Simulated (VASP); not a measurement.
# Tl (Fm-3m) in VASP: single point with PBE

Aim: the single point of Tl with PBE.

Everything below comes from runs of VASP 6.6.1. Logs are shortened: lines on timing, memory, paths and dates and some standing lists are left out, and cuts for length are marked.

## Step 1: The cell of the first run

It takes space group Fm-3m (No. 225, cubic). The conventional cell has a = 4.194 Å, b = 4.194 Å, c = 4.194 Å, α = 90.00°, β = 90.00°, γ = 90.00°. Within 3.9 Å of Tl (site symmetry m-3m) lie 12 Tl at 2.97 Å.

## Step 2: Single point, PBE (Sc replaced by Tl, lengths x 0.912, strained)

Contents of INCAR:

```
ALGO = Normal
EDIFF = 1E-6
ENCUT = 520
GGA = PE
ISIF = 2
ISMEAR = 0
LASPH = True
LCHARG = False
LREAL = False
LWAVE = False
NBANDS = 12
NELM = 60
PREC = Accurate
SIGMA = 0.1
```

Contents of KPOINTS:

```
k-points
0
Gamma
  18 18 18
```

Contents of POSCAR:

```
Tl
1.0
    0.0000000000      2.0971773757      2.0971773757
    2.0971773757      0.0000000000      2.0971773757
    2.0971773757      2.0971773757      0.0000000000
Tl
1
Direct
    0.0000000000      0.0000000000      0.0000000000
```

Potentials or basis: VASP PAW PBE potentials, release 64 (Tl_d).

Command:

```sh
> cat potpaw_PBE.64/Tl_d/POTCAR > POTCAR
> mpirun -np 1 vasp_std > vasp.out
```

OUTCAR:

```text
EDIFF = 1E-6
   ENCUT = 520
   GGA = PE
   ISIF = 2
   ISMEAR = 0
   LASPH = True
   LREAL = False
   NELM = 60
   PREC = Accurate

 ion  position               nearest neighbor table
   1  0.000  0.000  0.000-

  LATTYP: Found a face centered cubic cell.
 ALAT       =     4.1943547514

  Lattice vectors:

 A1 = (   0.0000000000,   2.0971773757,   2.0971773757)
 A2 = (   2.0971773757,   0.0000000000,   2.0971773757)
 A3 = (   2.0971773757,   2.0971773757,   0.0000000000)

Analysis of symmetry for initial positions (statically):
=====================================================================
 Subroutine PRICEL returns:
 Original cell was already a primitive cell.

 Routine SETGRP: Setting up the symmetry group for a
 face centered cubic supercell.

 Subroutine GETGRP returns: Found 48 space group operations
 (whereof 48 operations were pure point group operations)
 out of a pool of 48 trial point group operations.

The static configuration has the point symmetry O_h .

Analysis of symmetry for dynamics (positions and initial velocities):
=====================================================================
 Subroutine PRICEL returns:
 Original cell was already a primitive cell.

 Routine SETGRP: Setting up the symmetry group for a
 face centered cubic supercell.

 Subroutine GETGRP returns: Found 48 space group operations
 (whereof 48 operations were pure point group operations)
 out of a pool of 48 trial point group operations.

The dynamic configuration has the point symmetry O_h .

 Subroutine INISYM returns: Found 48 space group operations
 (whereof 48 operations are pure point group operations),
 and found     1 'primitive' translations

----------------------------------------------------------------------------------------

                                     Primitive cell

  volume of cell :      18.4474

  direct lattice vectors                    reciprocal lattice vectors
     0.000000000  2.097177376  2.097177376    -0.238415694  0.238415694  0.238415694
     2.097177376  0.000000000  2.097177376     0.238415694 -0.238415694  0.238415694
     2.097177376  2.097177376  0.000000000     0.238415694  0.238415694 -0.238415694

  length of vectors
     2.965856687  2.965856687  2.965856687     0.412948096  0.412948096  0.412948096

  position of ions in fractional coordinates (direct lattice)
     0.000000000  0.000000000  0.000000000

  ion indices of the primitive-cell ions
   primitive index   ion index
                 1           1

----------------------------------------------------------------------------------------

 KPOINTS: k-points

Automatic generation of k-mesh.
 Grid dimensions read from file:
 generate k-points for:   18   18   18

 Generating k-lattice:

  Cartesian coordinates                     Fractional coordinates (reciprocal lattice)
    -0.013245316  0.013245316  0.013245316     0.055555556  0.000000000  0.000000000
     0.013245316 -0.013245316  0.013245316     0.000000000  0.055555556  0.000000000
     0.013245316  0.013245316 -0.013245316     0.000000000  0.000000000  0.055555556

  Length of vectors
     0.022941561  0.022941561  0.022941561

  Shift w.r.t. Gamma in fractional coordinates (k-lattice)
     0.000000000  0.000000000  0.000000000

 Subroutine IBZKPT returns following result:
 ===========================================

 Found    195 irreducible k-points:

 Following reciprocal coordinates:
            Coordinates               Weight
  0.000000  0.000000  0.000000      1.000000
  0.055556  0.000000  0.000000      8.000000
  0.111111  0.000000  0.000000      8.000000
  0.166667  0.000000  0.000000      8.000000
  0.222222  0.000000  0.000000      8.000000
  0.277778  0.000000  0.000000      8.000000
[... 16 lines left out ...]
 -0.277778  0.055556  0.000000     24.000000
 -0.222222  0.055556  0.000000     24.000000
 [... further k-points ...]
   k-points           NKPTS =    195   k-points in BZ     NKDIM =    195   number of bands    NBANDS=     12
   number of dos      NEDOS =    301   number of ions     NIONS =      1
   total plane-waves  NPLWV =  13824
   dimension x,y,z NGX =    24 NGY =   24 NGZ =   24
   dimension x,y,z NGXF=    48 NGYF=   48 NGZF=   48
   ions per type =               1
   NGX,Y,Z   is equivalent  to a cutoff of  13.45, 13.45, 13.45 a.u.
   NGXF,Y,Z  is equivalent  to a cutoff of  26.91, 26.91, 26.91 a.u.
 SYSTEM =  unknown system
   PREC   = accura    normal or accurate (medium, high low for compatibility)
   ISTART =      0    job   : 0-new  1-cont  2-samecut
   ICHARG =      2    charge: 1-file 2-atom 10-const
   ISPIN  =      1    spin polarized calculation?
   LNONCOLLINEAR =      F non collinear calculations
   LSORBIT =      F    spin-orbit coupling
   LASPH  =      T    aspherical Exc in radial PAW
   ENCUT  =  520.0 eV  38.22 Ry    6.18 a.u.   5.51  5.51  5.51*2*pi/ulx,y,z
   NELM   =     60;   NELMIN=  2; NELMDL= -5     # of ELM steps
   EDIFF  = 0.1E-05   stopping-criterion for ELM
   LREAL  =      F    real-space projection
   EDIFFG = 0.1E-04   stopping-criterion for IOM
   NSW    =      0    number of steps for IOM
   IBRION =     -1    ionic relax: 0-MD 1-quasi-New 2-CG
   NFREE  =      0    steps in history (QN), initial steepest desc. (CG)
   ISIF   =      2    stress and relaxation
   ISYM   =      2    0-nonsym 1-usesym 2-fastsym
   POTIM  = 0.5000    time-step for ionic-motion
   TEBEG  =    0.0;   TEEND  =   0.0 temperature during run
   PSTRESS=    0.0 pullay stress
   NELECT =      13.0000    total number of electrons
   NUPDOWN=      -1.0000    fix difference up-down
   EMIN   =  10.00;   EMAX   =-10.00  energy-range for DOS
   EFERMI =   0.00;   METHOD = LEGACY
   ISMEAR =     0;   SIGMA  =   0.10  broadening in eV -4-tet -1-fermi 0-gaus
   EFERMI_NEDOS =   21; number of points for ismear=-14 and -15
   IALGO  =     38    algorithm
   IMIX   =      4    mixing-type and parameters
     AMIX     =   0.40;   BMIX     =  1.00
     AMIX_MAG =   1.60;   BMIX_MAG =  1.00
  volume/ion in A,a.u.               =      18.45       124.49
  Fermi-wavevector in a.u.,A,eV,Ry     =   1.456836  2.753022 28.876628  2.122372
  Thomas-Fermi vector in A             =   2.573708
   LORBIT       =      0    0 simple, 1 ext, 2 COOP (PROOUT), +10 PAW based schemes
   GGA     = PE    functional components
   LHFCALC =     F    Hartree Fock is set to
   AEXX    =    0.0000 exact exchange contribution
   IVDW    =     0    specifies the selected vdW correction
   LEPSILON=     F    determine dielectric tensor
   LRPA    =     F    only Hartree local field effects (RPA)
 non-spin polarized calculation
 Gauss-broadening in eV      SIGMA  =   0.10
  energy-cutoff  :      520.00
  volume of cell :       18.45
 maximum number of plane-waves:       531
 NGX is ok and might be reduce to    24
   NGX = 11   NGY = 11   NGZ = 11

 number of electron      12.9999999 magnetization

 Free energy of the ion-electron system (eV)
  ---------------------------------------------------
  ext. energy  EPLUGINS =         0.00000000
  ---------------------------------------------------
  free energy    TOTEN  =        -0.86097402 eV

  energy without entropy =       -0.85993901  energy(sigma->0) =       -0.86045652

 E-fermi :  12.7549     XC(G=0): -12.5775

 val. band max:       12.6709328764   @ k =   0.4444   0.1667   0.0556
 cond. band min:      12.7733244842   @ k =   0.5000   0.2778   0.0556
 fundamental gap:      0.1023916077
 Fermi energy:        12.7548903732

 k-point     1 :       0.0000    0.0000    0.0000
  band No.  band energies     occupation
      1      -1.4321      2.00000
      2      -0.2714      2.00000
      3      -0.2714      2.00000
      4      -0.2714      2.00000
      5       0.5227      2.00000
      6       0.5227      2.00000
      7      23.4808      0.00000
      8      26.1552      0.00000
      9      26.1552      0.00000
     10      26.1552      0.00000
     11      31.4104      0.00000
     12      32.8631      0.00000

 k-point     2 :       0.0556    0.0000    0.0000
  band No.  band energies     occupation
      1      -1.3372      2.00000
      2      -0.2813      2.00000
      3      -0.2491      2.00000
      4      -0.2491      2.00000
      5       0.5165      2.00000
      6       0.5165      2.00000
      7      23.4911      0.00000
      8      25.3141      0.00000
      9      26.1790      0.00000
     10      26.1790      0.00000
     11      31.4799      0.00000
     12      32.5220      0.00000

 k-point     3 :       0.1111    0.0000    0.0000
  band No.  band energies     occupation
      1      -1.0848      2.00000
      2      -0.2752      2.00000
      3      -0.1909      2.00000
      4      -0.1909      2.00000
      5       0.5063      2.00000
      6       0.5063      2.00000
      7      22.8439      0.00000
      8      24.2101      0.00000
      9      26.2205      0.00000
     10      26.2205      0.00000
     11      30.3889      0.00000
     12      31.7669      0.00000

 k-point     4 :       0.1667    0.0000    0.0000
  band No.  band energies     occupation
      1      -0.8600      2.00000
      2      -0.1263      2.00000
      3      -0.1263      2.00000
      4      -0.0590      2.00000
      5       0.5191      2.00000
      6       0.5191      2.00000
      7      20.7544      0.00000
      8      24.2065      0.00000
      9      26.1873      0.00000
     10      26.1873      0.00000
     11      29.4715      0.00000
     12      30.9600      0.00000

 k-point     5 :       0.2222    0.0000    0.0000
  band No.  band energies     occupation
      1      -0.8627      2.00000
      2      -0.0971      2.00000
      3      -0.0971      2.00000
      4       0.5801      2.00000
      5       0.5917      2.00000
      6       0.5917      2.00000
      7      18.3920      0.00000
      8      24.1932      0.00000
      9      25.9493      0.00000
     10      25.9493      0.00000
     11      29.1018      0.00000
     12      30.3741      0.00000

 k-point     6 :       0.2778    0.0000    0.0000
  band No.  band energies     occupation
      1      -0.9634      2.00000
      2      -0.1177      2.00000
      3      -0.1177      2.00000
      4       0.7295      2.00000
      5       0.7295      2.00000
      6       1.5254      2.00000
      7      16.0097      0.00000
      8      23.9494      0.00000
      9      25.4620      0.00000
     10      25.4620      0.00000
     11      29.3126      0.00000
     12      30.1274      0.00000

 k-point     7 :       0.3333    0.0000    0.0000
  band No.  band energies     occupation
      1      -1.0774      2.00000
      2      -0.1657      2.00000
      3      -0.1657      2.00000
      4       0.8965      2.00000
      5       0.8965      2.00000
      6       2.7033      2.00000
      7      13.6869      0.00000
      8      23.5836      0.00000
      9      24.8527      0.00000
     10      24.8527      0.00000
     11      29.8720      0.00000
     12      30.1296      0.00000

 k-point     8 :       0.3889    0.0000    0.0000
  band No.  band energies     occupation
      1      -1.1740      2.00000
      2      -0.2155      2.00000
      3      -0.2155      2.00000
      4       1.0499      2.00000
      5       1.0499      2.00000
      6       4.0896      2.00000
      7      11.4679      2.00000
      8      23.2448      0.00000
      9      24.2978      0.00000
     10      24.2978      0.00000
     11      30.2274      0.00000
     12      30.2275      0.00000
[... 166 lines left out ...]
 k-point    20 :      -0.4444    0.0556    0.0000
  band No.  band energies     occupation
      1      -1.2043      2.00000
      2      -0.2732      2.00000
      3      -0.2252      2.00000
      4       1.1228      2.00000
      5       1.1478      2.00000
      6       6.3423      2.00000
      7       8.8076      2.00000
      8      22.6620      0.00000
      9      23.2999      0.00000
     10      23.8134      0.00000
     11      30.4815      0.00000
     12      30.5123      0.00000

 k-point    21 :      -0.3889    0.0556    0.0000
  band No.  band energies     occupation
      1      -1.1535      2.00000
      2      -0.2403      2.00000
      3      -0.2009      2.00000
      4       1.0291      2.00000
      5       1.0641      2.00000
      6       4.7139      2.00000
      7      10.8352      2.00000
      8      22.6498      0.00000
      9      23.5413      0.00000
     10      24.4110      0.00000
     11      30.1654      0.00000
     12      30.3139      0.00000

 k-point    22 :      -0.3333    0.0556    0.0000
  band No.  band energies     occupation
      1      -1.0658      2.00000
      2      -0.1912      2.00000
      3      -0.1565      2.00000
      4       0.8618      2.00000
      5       0.9347      2.00000
      6       3.2805      2.00000
      7      13.0052      0.00040
      8      22.7862      0.00000
      9      23.9887      0.00000
     10      25.2433      0.00000
     11      29.5744      0.00000
     12      30.0698      0.00000

 k-point    23 :      -0.2778    0.0556    0.0000
  band No.  band energies     occupation
      1      -0.9531      2.00000
      2      -0.1413      2.00000
      3      -0.1041      2.00000
      4       0.6776      2.00000
      5       0.7515      2.00000
      6       2.0671      2.00000
      7      15.2908      0.00000
      8      23.0211      0.00000
      9      24.5844      0.00000
     10      26.2201      0.00000
     11      28.8724      0.00000
     12      29.7994      0.00000

 k-point    24 :      -0.2222    0.0556    0.0000
  band No.  band energies     occupation
      1      -0.8366      2.00000
      2      -0.1188      2.00000
      3      -0.0691      2.00000
      4       0.5035      2.00000
      5       0.5205      2.00000
      6       1.1454      2.00000
      7      17.6544      0.00000
      8      23.2847      0.00000
      9      25.1834      0.00000
     10      27.0846      0.00000
     11      28.3577      0.00000
     12      29.7308      0.00000

 [... further k-points ...]
[... 5 lines left out ...]
  --------------------------------------------------------------------------------------
  -------------------------------------------------------------------------------------
  Total        6.8440100      6.8440100      6.8440100     -0.0000000     -0.0000000      0.0000000
  in kB      594.4094811    594.4094811    594.4094811     -0.0000000     -0.0000000      0.0000000
  external PRESSURE =     594.4094811 kB  Pullay stress =       0.0000000 kB

 VOLUME and BASIS-vectors are now :
 -----------------------------------------------------------------------------
  energy-cutoff  :      520.00
  volume of cell :       18.45
      direct lattice vectors                 reciprocal lattice vectors
     0.000000000  2.097177376  2.097177376    -0.238415694  0.238415694  0.238415694
     2.097177376  0.000000000  2.097177376     0.238415694 -0.238415694  0.238415694
     2.097177376  2.097177376  0.000000000     0.238415694  0.238415694 -0.238415694

 POSITION                                       TOTAL-FORCE (eV/Angst)
 -----------------------------------------------------------------------------------
      0.00000      0.00000      0.00000        -0.000000      0.000000      0.000000
 -----------------------------------------------------------------------------------
    total drift:                                0.000000     -0.000000     -0.000000

  FREE ENERGIE OF THE ION-ELECTRON SYSTEM (eV)
  ---------------------------------------------------
  free  energy   TOTEN  =        -0.8609740193 eV

  energy  without entropy=       -0.8599390114  energy(sigma->0) =       -0.86045652
```

It took 31 s on 1 thread of AMD EPYC 9R45 (Zen 5), shared host; peak memory 0.14 GiB.

Results:

- Free energy: -0.8610 eV
- Pressure: 59.4 GPa

Caveat: the cell differs from its parent crystal (Sc replaced by Tl, lengths x 0.912, strained); spin-orbit coupling is left out, which moves the levels of the heavy elements.
